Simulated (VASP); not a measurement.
# TiSi2 (Immm) in VASP: a series of runs, part 2 of 2

VASP 6.6.1. The steps go on from the part before.

**3. Single point, LDA (atoms shifted along a free coordinate)**

The input, INCAR:

```
SYSTEM = TiSi2
PREC = Accurate
ENCUT = 520
EDIFF = 1E-6
ISMEAR = 0
SIGMA = 0.15
LREAL = .FALSE.
LASPH = .TRUE.
NELM = 60
ALGO = Normal
ISIF = 2
LWAVE = .FALSE.
LCHARG = .FALSE.
GGA = CA
NBANDS = 17
```

The input, KPOINTS:

```
Automatic mesh
0
G
  18 18 18
  0 0 0
```

The input, POSCAR:

```
TiSi2
1.0
   -1.4918812718      1.7290134802      4.2450369792
    1.4918812718     -1.7290134802      4.2450369792
    1.4918812718      1.7290134802     -4.2450369792
Ti Si
1 2
Direct
    0.0000000000      0.0000000000      0.0000000000
    0.3128021428      0.3128021428      0.0000000000
    0.6871978572      0.6871978572      0.0000000000
```

Potentials or basis: VASP PAW LDA potentials, release 64 (Ti_sv, Si).

Launch:

```sh
$ cat potpaw_LDA.64/Ti_sv/POTCAR potpaw_LDA.64/Si/POTCAR > POTCAR
$ mpirun -np 1 vasp_std > vasp.out
```

OUTCAR:

```text
SYSTEM = TiSi2
   PREC = Accurate
   ENCUT = 520
   EDIFF = 1E-6
   ISMEAR = 0
   LREAL = .FALSE.
   LASPH = .TRUE.
   NELM = 60
   ISIF = 2
   GGA = CA

 ion  position               nearest neighbor table
   1  0.000  0.000  0.000-   2 2.66   3 2.66   3 2.78   2 2.78   3 2.78   3 2.78   3 2.78   2 2.78
                             2 2.78   2 2.78
   2  0.313  0.313  0.000-   3 2.52   3 2.52   3 2.52   3 2.52   1 2.66   1 2.78   1 2.78   1 2.78
                             1 2.78
   3  0.687  0.687  0.000-   2 2.52   2 2.52   2 2.52   2 2.52   1 2.66   1 2.78   1 2.78   1 2.78
                             1 2.78

  LATTYP: Found a body centered orthorhombic cell.
 ALAT       =     2.9837625436
 B/A-ratio  =     1.1589484451
 C/A-ratio  =     2.8454254768

  Lattice vectors:

 A1 = (  -1.4918812718,   1.7290134802,   4.2450369792)
 A2 = (   1.4918812718,  -1.7290134802,   4.2450369792)
 A3 = (   1.4918812718,   1.7290134802,  -4.2450369792)

Analysis of symmetry for initial positions (statically):
=====================================================================
 Subroutine PRICEL returns:
 Original cell was already a primitive cell.

 Routine SETGRP: Setting up the symmetry group for a
 body centered orthorhombic supercell.

 Subroutine GETGRP returns: Found  8 space group operations
 (whereof  8 operations were pure point group operations)
 out of a pool of  8 trial point group operations.

The static configuration has the point symmetry D_2h.

Analysis of symmetry for dynamics (positions and initial velocities):
=====================================================================
 Subroutine PRICEL returns:
 Original cell was already a primitive cell.

 Routine SETGRP: Setting up the symmetry group for a
 body centered orthorhombic supercell.

 Subroutine GETGRP returns: Found  8 space group operations
 (whereof  8 operations were pure point group operations)
 out of a pool of  8 trial point group operations.

The dynamic configuration has the point symmetry D_2h.

 Subroutine INISYM returns: Found  8 space group operations
 (whereof  8 operations are pure point group operations),
 and found     1 'primitive' translations

----------------------------------------------------------------------------------------

                                     Primitive cell

  volume of cell :      43.8000

  direct lattice vectors                    reciprocal lattice vectors
    -1.491881272  1.729013480  4.245036979     0.000000000  0.289182245  0.117784604
     1.491881272 -1.729013480  4.245036979     0.335147313  0.000000000  0.117784604
     1.491881272  1.729013480 -4.245036979     0.335147313  0.289182245  0.000000000

  length of vectors
     4.820325331  4.820325331  4.820325331     0.312249234  0.355242079  0.442662504

  position of ions in fractional coordinates (direct lattice)
     0.000000000  0.000000000  0.000000000
     0.312802143  0.312802143  0.000000000
     0.687197857  0.687197857  0.000000000

  ion indices of the primitive-cell ions
   primitive index   ion index
                 1           1
                 2           2
                 3           3

----------------------------------------------------------------------------------------

 KPOINTS: Automatic mesh

Automatic generation of k-mesh.
 Grid dimensions read from file:
[... 23 lines left out ...]
  0.055556 -0.000000  0.000000      4.000000
  0.111111 -0.000000  0.000000      4.000000
  0.166667  0.000000 -0.000000      4.000000
  0.222222  0.000000  0.000000      4.000000
  0.277778  0.000000 -0.000000      4.000000
[... 16 lines left out ...]
 -0.333333  0.055556  0.000000      8.000000
 -0.277778  0.055556  0.000000      8.000000
 [... further k-points ...]
   k-points           NKPTS =    865   k-points in BZ     NKDIM =    865   number of bands    NBANDS=     17
   number of dos      NEDOS =    301   number of ions     NIONS =      3
   total plane-waves  NPLWV =  46656
   dimension x,y,z NGX =    36 NGY =   36 NGZ =   36
   dimension x,y,z NGXF=    72 NGYF=   72 NGZF=   72
   ions per type =               1   2
   NGX,Y,Z   is equivalent  to a cutoff of  12.42, 12.42, 12.42 a.u.
   NGXF,Y,Z  is equivalent  to a cutoff of  24.83, 24.83, 24.83 a.u.
 SYSTEM =  TiSi2
   PREC   = accura    normal or accurate (medium, high low for compatibility)
   ISTART =      0    job   : 0-new  1-cont  2-samecut
   ICHARG =      2    charge: 1-file 2-atom 10-const
   ISPIN  =      1    spin polarized calculation?
   LNONCOLLINEAR =      F non collinear calculations
   LSORBIT =      F    spin-orbit coupling
   LASPH  =      T    aspherical Exc in radial PAW
   ENCUT  =  520.0 eV  38.22 Ry    6.18 a.u.   8.96  8.96  8.96*2*pi/ulx,y,z
   NELM   =     60;   NELMIN=  2; NELMDL= -5     # of ELM steps
   EDIFF  = 0.1E-05   stopping-criterion for ELM
   LREAL  =      F    real-space projection
   EDIFFG = 0.1E-04   stopping-criterion for IOM
   NSW    =      0    number of steps for IOM
   IBRION =     -1    ionic relax: 0-MD 1-quasi-New 2-CG
   NFREE  =      0    steps in history (QN), initial steepest desc. (CG)
   ISIF   =      2    stress and relaxation
   ISYM   =      2    0-nonsym 1-usesym 2-fastsym
   POTIM  = 0.5000    time-step for ionic-motion
   TEBEG  =    0.0;   TEEND  =   0.0 temperature during run
   PSTRESS=    0.0 pullay stress
   NELECT =      20.0000    total number of electrons
   NUPDOWN=      -1.0000    fix difference up-down
   EMIN   =  10.00;   EMAX   =-10.00  energy-range for DOS
   EFERMI =   0.00;   METHOD = LEGACY
   ISMEAR =     0;   SIGMA  =   0.15  broadening in eV -4-tet -1-fermi 0-gaus
   EFERMI_NEDOS =   21; number of points for ismear=-14 and -15
   IALGO  =     38    algorithm
   IMIX   =      4    mixing-type and parameters
     AMIX     =   0.40;   BMIX     =  1.00
     AMIX_MAG =   1.60;   BMIX_MAG =  1.00
  volume/ion in A,a.u.               =      14.60        98.53
  Fermi-wavevector in a.u.,A,eV,Ry     =   1.260647  2.382277 21.622795  1.589231
  Thomas-Fermi vector in A             =   2.394146
   LORBIT       =      0    0 simple, 1 ext, 2 COOP (PROOUT), +10 PAW based schemes
   GGA     = CA    functional components
   LHFCALC =     F    Hartree Fock is set to
   AEXX    =    0.0000 exact exchange contribution
   IVDW    =     0    specifies the selected vdW correction
   LEPSILON=     F    determine dielectric tensor
   LRPA    =     F    only Hartree local field effects (RPA)
 non-spin polarized calculation
 Gauss-broadening in eV      SIGMA  =   0.15
  energy-cutoff  :      520.00
  volume of cell :       43.80
 maximum number of plane-waves:      1208
   NGX = 17   NGY = 17   NGZ = 17

 number of electron      20.0000000 magnetization

 Free energy of the ion-electron system (eV)
  ---------------------------------------------------
  ext. energy  EPLUGINS =         0.00000000
  ---------------------------------------------------
  free energy    TOTEN  =       -21.66155863 eV

  energy without entropy =      -21.64046812  energy(sigma->0) =      -21.65101337

 E-fermi :   9.6249     XC(G=0): -11.6947

 val. band max:        9.6236365549   @ k =  -0.2778  -0.3333   0.1111
 cond. band min:       9.6259352477   @ k =   0.5000   0.5000   0.1667
 fundamental gap:      0.0022986928
 Fermi energy:         9.6248767281

 k-point     1 :       0.0000    0.0000    0.0000
  band No.  band energies     occupation
      1     -46.1909      2.00000
      2     -22.8853      2.00000
      3     -22.8696      2.00000
      4     -22.6494      2.00000
      5      -3.1079      2.00000
      6       5.5367      2.00000
[... 457 lines left out ...]
      4     -22.6553      2.00000
      5      -2.0484      2.00000
      6       3.0617      2.00000
[... 9 lines left out ...]
     16      16.2657      0.00000
     17      16.6878      0.00000

 [... further k-points ...]

------------------------ aborting loop because EDIFF is reached ----------------------------------------

  FORCE on cell =-STRESS in cart. coord.  units (eV):
  Direction    XX          YY          ZZ          XY          YZ          ZX
  --------------------------------------------------------------------------------------
  -------------------------------------------------------------------------------------
  Total       -1.6589354     -3.2999220     -2.0379445     -0.0000000      0.0000000      0.0000000
  in kB      -60.6828458   -120.7091356    -74.5467700     -0.0000000      0.0000000      0.0000000
  external PRESSURE =     -85.3129171 kB  Pullay stress =       0.0000000 kB

 VOLUME and BASIS-vectors are now :
 -----------------------------------------------------------------------------
  energy-cutoff  :      520.00
  volume of cell :       43.80
      direct lattice vectors                 reciprocal lattice vectors
    -1.491881272  1.729013480  4.245036979     0.000000000  0.289182245  0.117784604
     1.491881272 -1.729013480  4.245036979     0.335147313  0.000000000  0.117784604
     1.491881272  1.729013480 -4.245036979     0.335147313  0.289182245  0.000000000

 POSITION                                       TOTAL-FORCE (eV/Angst)
 -----------------------------------------------------------------------------------
      0.00000      0.00000      0.00000        -0.000000      0.000000      0.000000
      0.00000      0.00000      2.65571        -0.000000      0.000000      1.192065
      0.00000      0.00000      5.83436         0.000000     -0.000000     -1.192065
 -----------------------------------------------------------------------------------
    total drift:                               -0.000000     -0.000000     -0.000000

  FREE ENERGIE OF THE ION-ELECTRON SYSTEM (eV)
  ---------------------------------------------------
  free  energy   TOTEN  =       -21.6615586336 eV

  energy  without entropy=      -21.6404681162  energy(sigma->0) =      -21.65101337
```

OSZICAR:

```text
N       E                     dE             d eps       ncg     rms          rms(c)
DAV:   1     0.129528169964E+03    0.12953E+03   -0.95512E+03 29418   0.120E+03
DAV:   2    -0.146869359655E+02   -0.14422E+03   -0.14055E+03 30268   0.314E+02
DAV:   3    -0.235481033945E+02   -0.88612E+01   -0.86801E+01 45106   0.713E+01
DAV:   4    -0.237947283796E+02   -0.24662E+00   -0.24575E+00 36552   0.109E+01
DAV:   5    -0.238030491008E+02   -0.83207E-02   -0.83188E-02 46253   0.188E+00    0.118E+01
DAV:   6    -0.224251917845E+02    0.13779E+01   -0.23393E+01 39704   0.363E+01    0.643E+00
DAV:   7    -0.217309328601E+02    0.69426E+00   -0.61075E+00 37216   0.191E+01    0.352E+00
DAV:   8    -0.217132989295E+02    0.17634E-01   -0.10200E+00 33963   0.821E+00    0.203E+00
DAV:   9    -0.216610945822E+02    0.52204E-01   -0.28248E-01 34162   0.465E+00    0.347E-01
DAV:  10    -0.216619622157E+02   -0.86763E-03   -0.97125E-03 37669   0.826E-01    0.211E-01
DAV:  11    -0.216615447649E+02    0.41745E-03   -0.18298E-03 33521   0.374E-01    0.838E-02
DAV:  12    -0.216615608717E+02   -0.16107E-04   -0.18999E-04 43924   0.847E-02    0.153E-02
DAV:  13    -0.216615589997E+02    0.18720E-05   -0.12571E-05 34334   0.256E-02    0.837E-03
DAV:  14    -0.216615586336E+02    0.36609E-06   -0.13335E-06 19999   0.844E-03
   1 F= -.21661559E+02 E0= -.21651013E+02  d E =-.210905E-01
```

stdout:

```text
POSCAR found type information on POSCAR TiSi
 POSCAR found :  2 types and       3 ions
 scaLAPACK will be used
 LDA part: xc-table for (Slater(with rela. corr.)+CA(PZ))
 , standard interpolation
 POSCAR, INCAR and KPOINTS ok, starting setup
 FFT: planning ... GRIDC
 FFT: planning ... GRID_SOFT
 FFT: planning ... GRID
 WAVECAR not read
 entering main loop
```

Wall time 5.7 min (1 thread of Intel Xeon 6975P-C (Granite Rapids), shared host); peak memory 0.68 GiB.

Results:

* Free energy: -21.6616 eV
* Pressure: -8.5 GPa
* Largest force: 1.192 eV/Å
* Band gap on the k mesh: zero (bands 10 and 11 overlap by 1.94 eV)

Forces in eV/Å, atoms in the order of the input:
```
Ti   0.000  0.000  0.000
Si   0.000  0.000  1.192
Si   0.000  0.000 -1.192
```

Stress tensor (GPa, compression positive):
```
 -6.07   0.00   0.00
  0.00 -12.07   0.00
  0.00   0.00  -7.45
```

Caveat: the cell differs from its parent crystal (atoms shifted along a free coordinate); the stress differs along the axes, from -12 to -6 GPa; forces of over 1 eV/Å act on the atoms, so gaps and moduli don't describe the material at rest.
